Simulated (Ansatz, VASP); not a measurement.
## GaP: VASP beside Ansatz

File INCAR:

```
SYSTEM = GaP
PREC = Accurate ; ENCUT = 520
EDIFF = 1E-7 ; ISMEAR = 0
SIGMA = 0.1 ; LREAL = .FALSE.
LASPH = .TRUE. ; NELM = 80
ALGO = Normal ; ISIF = 2
LWAVE = .FALSE. ; LCHARG = .TRUE.
GGA = PE ; LELF = .TRUE.
LVHAR = .TRUE. ; NBANDS = 16
```

Contents of KPOINTS:

```
regular mesh
0
G
  6 6 6
  0 0 0
```

The input POSCAR:

```
GaP
1.0
    3.5197930000      0.0000000000      0.0000000000
    0.0000000000      3.5197930000      0.0000000000
    0.0000000000      0.0000000000      3.5197930000
Ga P
1 1
Direct
    0.5000000000      0.5000000000      0.5000000000
    0.0000000000      0.0000000000      0.0000000000
```

Input for Ansatz:

```yaml
crystal:
  lattice:
    - [3.519793, 0.0, 0.0]
    - [0.0, 3.519793, 0.0]
    - [0.0, 0.0, 3.519793]
  atoms:
    - { symbol: Ga, position: [0.5, 0.5, 0.5] }
    - { symbol: P, position: [0.0, 0.0, 0.0] }
basis:
  ecutwfc: 420
kpoints:
  mp_grid: { grid: [6, 6, 6] }
hamiltonian:
  xc: pbe
scf:
  occupations: { method: gaussian, width: 0.1 }
  lower_state_search: "off"
output:
  forces: true
  stress: true
  eigenvalues: true
```

Alike in both runs: task single point; functional PBE; k mesh 6 × 6 × 6; occupations gaussian, width 0.1 eV; no spin polarisation.

```csv
,VASP,Ansatz
version,VASP 6.6.1,Ansatz 0.2.0
potentials or method,"VASP PAW PBE potentials, release 64 (Ga_d, P), cutoff 520 eV","scalar-relativistic, plane waves, PAW"
valence electrons in the cell,18,18
```

|  | VASP | Ansatz | Ansatz less VASP |
| --- | --- | --- | --- |
| gap on the k mesh at the Fermi level (eV) | none | none | - |
| pressure (GPa) | -10.3 | -10.3 | -0.01 |

A gap of «none» marks a metal or a gap that the smearing closes. The functional is the same, so the differences come from potentials, cutoffs and numerics.
